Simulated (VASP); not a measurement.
# Zr (P6_3/mmc) in VASP: notebook, part 2 of 2

VASP 6.6.1.

## 6. Single point, LDA

File INCAR:

```
PREC     = Accurate       # precision mode
ENCUT    = 520            # plane-wave cutoff, eV
EDIFF    = 1E-6           # SCF threshold, eV
ISMEAR   = 1              # smearing method
SIGMA    = 1.0            # smearing width, eV
LREAL    = False          # projectors in reciprocal space
LASPH    = True           # aspherical terms in the spheres
NELM     = 100            # most SCF steps
ALGO     = Normal         # electronic algorithm
ISIF     = 2              # what is computed and relaxed
LWAVE    = False          # write WAVECAR
LCHARG   = False          # write CHGCAR
GGA      = CA             # functional
NBANDS   = 19             # bands
```

File KPOINTS:

```
regular mesh
0
Gamma
  12 12 6
```

File POSCAR:

```
Zr
1.0
    3.1439658570      0.0000000000      0.0000000000
   -1.5719829285      2.7227543008      0.0000000000
    0.0000000000      0.0000000000      5.0894642375
Zr
2
Direct
    0.3333333333      0.6666666667      0.2500000000
    0.6666666667      0.3333333333      0.7500000000
```

Potentials or basis: VASP PAW LDA potentials, release 64 (Zr_sv).

Run with:

```bash
> cat potpaw_LDA.64/Zr_sv/POTCAR > POTCAR
> mpirun -np 1 vasp_std > vasp.out
```

OUTCAR:

```text
PREC = Accurate
   ENCUT = 520
   EDIFF = 1E-6
   ISMEAR = 1
   LREAL = False
   LASPH = True
   NELM = 100
   ISIF = 2
   GGA = CA

 ion  position               nearest neighbor table
   1  0.333  0.667  0.250-   2 3.13   2 3.13   2 3.13   2 3.13   2 3.13   2 3.13
   2  0.667  0.333  0.750-   1 3.13   1 3.13   1 3.13   1 3.13   1 3.13   1 3.13

  LATTYP: Found a hexagonal cell.
 ALAT       =     3.1439658570
 C/A-ratio  =     1.6188039149

  Lattice vectors:

 A1 = (   3.1439658570,   0.0000000000,   0.0000000000)
 A2 = (  -1.5719829285,   2.7227543008,   0.0000000000)
 A3 = (   0.0000000000,   0.0000000000,   5.0894642375)

Analysis of symmetry for initial positions (statically):
=====================================================================
 Subroutine PRICEL returns:
 Original cell was already a primitive cell.

 Routine SETGRP: Setting up the symmetry group for a
 hexagonal supercell.

 Subroutine GETGRP returns: Found 24 space group operations
[... 156 lines left out ...]
   NGX = 11   NGY = 11   NGZ = 19

 number of electron      23.9999999 magnetization

 Free energy of the ion-electron system (eV)
  ---------------------------------------------------
  ext. energy  EPLUGINS =         0.00000000
  ---------------------------------------------------
  free energy    TOTEN  =       -18.53636239 eV

  energy without entropy =      -18.59707390  energy(sigma->0) =      -18.55659956

 E-fermi :   9.4623     XC(G=0): -11.5996

 val. band max:        9.4414657129   @ k =   0.0833   0.0833   0.0000
 cond. band min:       9.4683916243   @ k =   0.3333   0.2500   0.3333
 fundamental gap:      0.0269259114
 Fermi energy:         9.4622927873

 k-point     1 :       0.0000    0.0000    0.0000
  band No.  band energies     occupation
      1     -38.8796      2.00000
      2     -38.6836      2.00000
      3     -17.6489      2.00000
      4     -16.5861      2.00000
      5     -16.5861      2.00000
      6     -16.4249      2.00000
[... 505 lines left out ...]
      6     -16.7741      2.00000
[... 11 lines left out ...]
     18      13.5800     -0.00000
     19      14.9435     -0.00000

 [... further k-points ...]
[... 5 lines left out ...]
  --------------------------------------------------------------------------------------
  -------------------------------------------------------------------------------------
  Total       -0.1825533     -0.1825533      0.2037813      0.0000000     -0.0000000      0.0000000
  in kB       -6.7133923     -6.7133923      7.4940515      0.0000000     -0.0000000      0.0000000
  external PRESSURE =      -1.9775777 kB  Pullay stress =       0.0000000 kB

 VOLUME and BASIS-vectors are now :
 -----------------------------------------------------------------------------
  energy-cutoff  :      520.00
  volume of cell :       43.57
      direct lattice vectors                 reciprocal lattice vectors
     3.143965857  0.000000000  0.000000000     0.318069612  0.183637576  0.000000000
    -1.571982928  2.722754301  0.000000000     0.000000000  0.367275152  0.000000000
     0.000000000  0.000000000  5.089464237     0.000000000  0.000000000  0.196484336

 POSITION                                       TOTAL-FORCE (eV/Angst)
 -----------------------------------------------------------------------------------
     -0.00000      1.81517      1.27237         0.000000      0.000000      0.000000
      1.57198      0.90758      3.81710        -0.000000      0.000000      0.000000
 -----------------------------------------------------------------------------------
    total drift:                                0.000000     -0.000000      0.000000

  FREE ENERGIE OF THE ION-ELECTRON SYSTEM (eV)
  ---------------------------------------------------
  free  energy   TOTEN  =       -18.5363623924 eV

  energy  without entropy=      -18.5970738963  energy(sigma->0) =      -18.55659956
```

OSZICAR:

```text
N       E                     dE             d eps       ncg     rms          rms(c)
DAV:   1     0.214578198147E+03    0.21458E+03   -0.13341E+04  2912   0.126E+03
DAV:   2    -0.284237103857E+01   -0.21742E+03   -0.21298E+03  3324   0.371E+02
DAV:   3    -0.188646112035E+02   -0.16022E+02   -0.15860E+02  5190   0.729E+01
DAV:   4    -0.192121639476E+02   -0.34755E+00   -0.34711E+00  3406   0.113E+01
DAV:   5    -0.192225414270E+02   -0.10377E-01   -0.10374E-01  4246   0.132E+00    0.164E+01
DAV:   6    -0.186449759576E+02    0.57757E+00   -0.85346E-01  3134   0.690E+00    0.669E+00
DAV:   7    -0.185331744185E+02    0.11180E+00   -0.54960E-01  4165   0.470E+00    0.108E+00
DAV:   8    -0.185361735344E+02   -0.29991E-02   -0.31201E-02  3807   0.144E+00    0.207E-01
DAV:   9    -0.185363712288E+02   -0.19769E-03   -0.95989E-04  3846   0.272E-01    0.252E-02
DAV:  10    -0.185363612543E+02    0.99746E-05   -0.33735E-05  4256   0.384E-02    0.210E-02
DAV:  11    -0.185363624241E+02   -0.11698E-05   -0.69734E-06  3126   0.286E-02    0.212E-03
DAV:  12    -0.185363623924E+02    0.31694E-07   -0.16721E-07  1828   0.299E-03
   1 F= -.18536362E+02 E0= -.18556600E+02  d E =0.607115E-01
```

stdout:

```text
POSCAR found type information on POSCAR Zr
 POSCAR found :  1 types and       2 ions
 scaLAPACK will be used
 LDA part: xc-table for (Slater(with rela. corr.)+CA(PZ))
 , standard interpolation
 POSCAR, INCAR and KPOINTS ok, starting setup
 FFT: planning ... GRIDC
 FFT: planning ... GRID_SOFT
 FFT: planning ... GRID
 WAVECAR not read
 entering main loop
```

It took 52 s on 1 thread of AMD EPYC 9R45 (Zen 5), shared host; peak memory 0.14 GiB.

Results:

| Quantity | Value |
| --- | --- |
| Free energy | -18.5364 eV |
| Pressure | -0.2 GPa |
| Band gap on the k mesh | zero (band 12 reaches 10.50 eV, above the bottom of band 13 at 9.34 eV) |

Stress tensor (GPa, compression positive):
```
-0.67  0.00  0.00
 0.00 -0.67  0.00
 0.00  0.00  0.75
```

## 7. Summary

| smearing | gap on the mesh (eV) | pressure (GPa) |
| --- | --- | --- |
| methfessel-paxton 0.1 eV | none | 0.1 |
| methfessel-paxton 0.2 eV | none | 0.1 |
| methfessel-paxton 0.3 eV | none | 0.1 |
| methfessel-paxton 0.6 eV | none | -0.2 |
| methfessel-paxton 1 eV | none | -0.2 |

Alike in all rows: task single point; level LDA; potentials or basis VASP PAW LDA potentials, release 64 (Zr_sv); no spin polarisation; cell as given; k mesh 12 × 12 × 6; cutoff (eV) 520.

Every run on the cell as given and a fine mesh finds a metal.

Absolute energies hang on the potentials; compare differences alone.
